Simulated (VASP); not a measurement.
# Rb (P6/mmm) in VASP: a series of runs

Rb is run at these levels: PBE; tasks: single point.

All numbers are computed with VASP 6.6.1; they aren't measurements. Logs are shortened: lines on timing, memory, paths and dates and some standing lists are left out, and cuts for length are marked.

### 1 The cell of the first run

It takes space group P6/mmm (No. 191, hexagonal). The conventional cell has a = 6.830 Å, b = 6.830 Å, c = 4.081 Å, α = 90.00°, β = 90.00°, γ = 120.00°. Rb (site symmetry 6/mmm) has 14 Rb at 4.08 to 4.44 Å within 5.4 Å. Rb (site symmetry -6m2) has 11 Rb at 3.94 to 4.44 Å within 5.2 Å.

This isn't the form of Rb at room conditions, which is bcc.

### 2 Single point, PBE (54.96 Å³/atom)

File INCAR:

```
PREC = Accurate
ENCUT = 520
EDIFF = 1E-7
ISMEAR = -1
SIGMA = 0.05
LREAL = F
LASPH = T
NELM = 60
ALGO = Normal
ISIF = 2
LWAVE = F
LCHARG = F
GGA = PE
NBANDS = 20
```

File KPOINTS:

```
regular mesh
0
Gamma
  5 5 7
```

File POSCAR:

```
Rb
1.0
    6.8301175306      0.0000000000      0.0000000000
   -3.4150587653      5.9150552923      0.0000000000
    0.0000000000      0.0000000000      4.0807773268
Rb
3
Direct
    0.0000000000      0.0000000000      0.0000000000
    0.3333333333      0.6666666667      0.5000000000
    0.6666666667      0.3333333333      0.5000000000
```

Potentials or basis: VASP PAW PBE potentials, release 64 (Rb_sv).

Run with:

```
cat potpaw_PBE.64/Rb_sv/POTCAR > POTCAR
mpirun -np 1 vasp_std > vasp.out
```

OUTCAR:

```text
PREC = Accurate
   ENCUT = 520
   EDIFF = 1E-7
   ISMEAR = -1
   LREAL = F
   LASPH = T
   NELM = 60
   ISIF = 2
   GGA = PE

 ion  position               nearest neighbor table
   1  0.000  0.000  0.000-   2 4.44   3 4.44   2 4.44   3 4.44   2 4.44   2 4.44   3 4.44   3 4.44
                             3 4.44   3 4.44   2 4.44   2 4.44
   2  0.333  0.667  0.500-   3 3.94   3 3.94   3 3.94   1 4.44   1 4.44   1 4.44   1 4.44   1 4.44
                             1 4.44   3 5.67   3 5.67   3 5.67   3 5.67   3 5.67   3 5.67
   3  0.667  0.333  0.500-   2 3.94   2 3.94   2 3.94   1 4.44   1 4.44   1 4.44   1 4.44   1 4.44
                             1 4.44   2 5.67   2 5.67   2 5.67   2 5.67   2 5.67   2 5.67

  LATTYP: Found a hexagonal cell.
 ALAT       =     6.8301175306
 C/A-ratio  =     0.5974680975

  Lattice vectors:

 A1 = (   6.8301175306,   0.0000000000,   0.0000000000)
 A2 = (  -3.4150587653,   5.9150552923,   0.0000000000)
 A3 = (   0.0000000000,   0.0000000000,   4.0807773268)

Analysis of symmetry for initial positions (statically):
=====================================================================
 Subroutine PRICEL returns:
 Original cell was already a primitive cell.

 Routine SETGRP: Setting up the symmetry group for a
 hexagonal supercell.

 Subroutine GETGRP returns: Found 24 space group operations
 (whereof 24 operations were pure point group operations)
 out of a pool of 24 trial point group operations.

The static configuration has the point symmetry D_6h.

Analysis of symmetry for dynamics (positions and initial velocities):
=====================================================================
 Subroutine PRICEL returns:
 Original cell was already a primitive cell.

 Routine SETGRP: Setting up the symmetry group for a
 hexagonal supercell.

 Subroutine GETGRP returns: Found 24 space group operations
 (whereof 24 operations were pure point group operations)
 out of a pool of 24 trial point group operations.

The dynamic configuration has the point symmetry D_6h.

 Subroutine INISYM returns: Found 24 space group operations
 (whereof 24 operations are pure point group operations),
 and found     1 'primitive' translations

----------------------------------------------------------------------------------------

                                     Primitive cell
[... 83 lines left out ...]
   LNONCOLLINEAR =      F non collinear calculations
   LSORBIT =      F    spin-orbit coupling
   LASPH  =      T    aspherical Exc in radial PAW
   ENCUT  =  520.0 eV  38.22 Ry    6.18 a.u.  12.70 12.70  7.59*2*pi/ulx,y,z
   NELM   =     60;   NELMIN=  2; NELMDL= -5     # of ELM steps
   EDIFF  = 0.1E-06   stopping-criterion for ELM
   LREAL  =      F    real-space projection
   EDIFFG = 0.1E-05   stopping-criterion for IOM
   NSW    =      0    number of steps for IOM
   IBRION =     -1    ionic relax: 0-MD 1-quasi-New 2-CG
   NFREE  =      0    steps in history (QN), initial steepest desc. (CG)
   ISIF   =      2    stress and relaxation
   ISYM   =      2    0-nonsym 1-usesym 2-fastsym
   POTIM  = 0.5000    time-step for ionic-motion
   TEBEG  =    0.0;   TEEND  =   0.0 temperature during run
   PSTRESS=    0.0 pullay stress
   NELECT =      27.0000    total number of electrons
   NUPDOWN=      -1.0000    fix difference up-down
   EMIN   =  10.00;   EMAX   =-10.00  energy-range for DOS
   EFERMI =   0.00;   METHOD = LEGACY
   ISMEAR =    -1;   SIGMA  =   0.05  broadening in eV -4-tet -1-fermi 0-gaus
   EFERMI_NEDOS =   21; number of points for ismear=-14 and -15
   IALGO  =     38    algorithm
   IMIX   =      4    mixing-type and parameters
     AMIX     =   0.40;   BMIX     =  1.00
     AMIX_MAG =   1.60;   BMIX_MAG =  1.00
  volume/ion in A,a.u.               =      54.96       370.86
  Fermi-wavevector in a.u.,A,eV,Ry     =   0.895680  1.692589 10.915170  0.802242
  Thomas-Fermi vector in A             =   2.018042
   LORBIT       =      0    0 simple, 1 ext, 2 COOP (PROOUT), +10 PAW based schemes
   GGA     = PE    functional components
   LHFCALC =     F    Hartree Fock is set to
   AEXX    =    0.0000 exact exchange contribution
   IVDW    =     0    specifies the selected vdW correction
   LEPSILON=     F    determine dielectric tensor
   LRPA    =     F    only Hartree local field effects (RPA)
 non-spin polarized calculation
  energy-cutoff  :      520.00
  volume of cell :      164.87
 maximum number of plane-waves:      4455
 NGX is ok and might be reduce to    54
   NGX = 25   NGY = 25   NGZ = 15

 number of electron      26.9999999 magnetization

 Free energy of the ion-electron system (eV)
  ---------------------------------------------------
  ext. energy  EPLUGINS =         0.00000000
  ---------------------------------------------------
  free energy    TOTEN  =        -1.97940902 eV

  energy without entropy =       -1.95641218  energy(sigma->0) =       -1.96791060

 E-fermi :   1.4943     XC(G=0):  -6.8536

 val. band max:        1.4265164284   @ k =   0.4000  -0.0000   0.2857
 cond. band min:       1.5033230387   @ k =   0.2000   0.2000   0.1429
 fundamental gap:      0.0768066103
 Fermi energy:         1.4943377150

 k-point     1 :       0.0000    0.0000    0.0000
  band No.  band energies     occupation
      1     -27.4032      2.00000
      2     -27.3533      2.00000
      3     -27.2127      2.00000
      4     -11.6912      2.00000
      5     -11.6912      2.00000
      6     -11.4897      2.00000
[... 449 lines left out ...]
     19       3.9372      0.00000
     20       4.4945      0.00000

------------------------ aborting loop because EDIFF is reached ----------------------------------------

  FORCE on cell =-STRESS in cart. coord.  units (eV):
  Direction    XX          YY          ZZ          XY          YZ          ZX
  --------------------------------------------------------------------------------------
  -------------------------------------------------------------------------------------
  Total        3.6289952      3.6289952      3.6631203      0.0000000      0.0000000      0.0000000
  in kB       35.2668843     35.2668843     35.5985151      0.0000000      0.0000000      0.0000000
  external PRESSURE =      35.3774279 kB  Pullay stress =       0.0000000 kB

 VOLUME and BASIS-vectors are now :
 -----------------------------------------------------------------------------
  energy-cutoff  :      520.00
  volume of cell :      164.87
      direct lattice vectors                 reciprocal lattice vectors
     6.830117531  0.000000000  0.000000000     0.146410365  0.084530064  0.000000000
    -3.415058765  5.915055292  0.000000000     0.000000000  0.169060127  0.000000000
     0.000000000  0.000000000  4.080777327     0.000000000  0.000000000  0.245051352

 POSITION                                       TOTAL-FORCE (eV/Angst)
 -----------------------------------------------------------------------------------
      0.00000      0.00000      0.00000        -0.000000      0.000000      0.000000
     -0.00000      3.94337      2.04039        -0.000000      0.000000      0.000000
      3.41506      1.97169      2.04039         0.000000      0.000000      0.000000
 -----------------------------------------------------------------------------------
    total drift:                                0.000000      0.000000      0.000000

  FREE ENERGIE OF THE ION-ELECTRON SYSTEM (eV)
  ---------------------------------------------------
  free  energy   TOTEN  =        -1.9794090173 eV

  energy  without entropy=       -1.9564121788  energy(sigma->0) =       -1.96791060
```

stdout:

```text
POSCAR found type information on POSCAR Rb
 POSCAR found :  1 types and       3 ions
 scaLAPACK will be used
 LDA part: xc-table for (Slater+PW92), standard interpolation
 POSCAR, INCAR and KPOINTS ok, starting setup
 FFT: planning ... GRIDC
 FFT: planning ... GRID_SOFT
 FFT: planning ... GRID
 WAVECAR not read
 entering main loop
```

Wall time 51 s (1 thread of Intel Xeon 6975P-C (Granite Rapids), shared host); peak memory 0.27 GiB.

Results:

```yaml
Free_energy: -1.9794 eV
Pressure: 3.5 GPa
Band_gap_on_the_k_mesh: zero (an odd number of electrons rules out a gap without spin polarisation)
```

Caveat: the cell stands under pressure.

### 3 Single point, PBE

This run uses another cell than the first one, of 62.28 Å³/atom.

File INCAR:

```
  ALGO = Normal
  EDIFF = 1E-6
  ENCUT = 520
  GGA = PE
  ISIF = 2
  ISMEAR = -1
  LASPH = T
  LCHARG = F
  LREAL = F
  LWAVE = F
  NBANDS = 20
  NELM = 60
  PREC = Accurate
  SIGMA = 0.05
```

File KPOINTS:

```
k-points
0
Gamma
  5 5 7
```

File POSCAR:

```
Rb
1.0
    7.1211051358      0.0000000000      0.0000000000
   -3.5605525679      6.1670579506      0.0000000000
    0.0000000000      0.0000000000      4.2546331377
Rb
3
Direct
    0.0000000000      0.0000000000      0.0000000000
    0.3333333333      0.6666666667      0.5000000000
    0.6666666667      0.3333333333      0.5000000000
```

Potentials or basis: VASP PAW PBE potentials, release 64 (Rb_sv).

Run with:

```
cat potpaw_PBE.64/Rb_sv/POTCAR > POTCAR
mpirun -np 1 vasp_std > vasp.out
```

It took 37 s on 1 thread of Intel Xeon 6975P-C (Granite Rapids), shared host; peak memory 0.31 GiB.

Results (log left out):

```
Free energy            : -2.3642 eV
Pressure               : 2.2 GPa
Band gap on the k mesh : zero (an odd number of electrons rules out a gap without spin polarisation)
```

Levels at points of the mesh, in eV from the Fermi level:
| k point | band 10 | band 11 | band 12 | band 13 | band 14 | band 15 | band 16 | band 17 |
| --- | --- | --- | --- | --- | --- | --- | --- | --- |
| (0.00, 0.00, 0.00) | -12.75 | -12.75 | -12.70 | -2.49 | 1.10 | 1.24 | 1.24 | 1.26 |

### 4 Single point, PBE (62.28 Å³/atom)

This run uses another cell than the first one, of 62.28 Å³/atom.

File INCAR:

```
SYSTEM = Rb
PREC     = Accurate       ! precision mode
ENCUT    = 520            ! plane-wave cutoff, eV
EDIFF    = 1E-6           ! SCF threshold, eV
ISMEAR   = -1             ! smearing method
SIGMA    = 0.05           ! smearing width, eV
LREAL    = .FALSE.        ! projectors in reciprocal space
LASPH    = .TRUE.         ! aspherical terms in the spheres
NELM     = 80             ! most SCF steps
ALGO     = Normal         ! electronic algorithm
ISIF     = 2              ! what is computed and relaxed
LWAVE    = .FALSE.        ! write WAVECAR
LCHARG   = .FALSE.        ! write CHGCAR
GGA      = PE             ! functional
NBANDS   = 20             ! bands
```

File KPOINTS:

```
regular mesh
0
G
  5 5 7
  0 0 0
```

POSCAR is that of step 3.

Run with:

```
cat potpaw_PBE.64/Rb_sv/POTCAR > POTCAR
mpirun -np 1 vasp_std > vasp.out
```

Wall time 63 s (1 thread of Intel Xeon 6975P-C (Granite Rapids), shared host); peak memory 0.31 GiB.

Results (log left out):

```
Free energy            : -2.3642 eV
Pressure               : 2.2 GPa
Band gap on the k mesh : zero (an odd number of electrons rules out a gap without spin polarisation)
```

Levels at points of the mesh, in eV from the Fermi level:
| k point | band 10 | band 11 | band 12 | band 13 | band 14 | band 15 | band 16 | band 17 |
| --- | --- | --- | --- | --- | --- | --- | --- | --- |
| (0.00, 0.00, 0.00) | -12.75 | -12.75 | -12.70 | -2.49 | 1.10 | 1.24 | 1.24 | 1.26 |
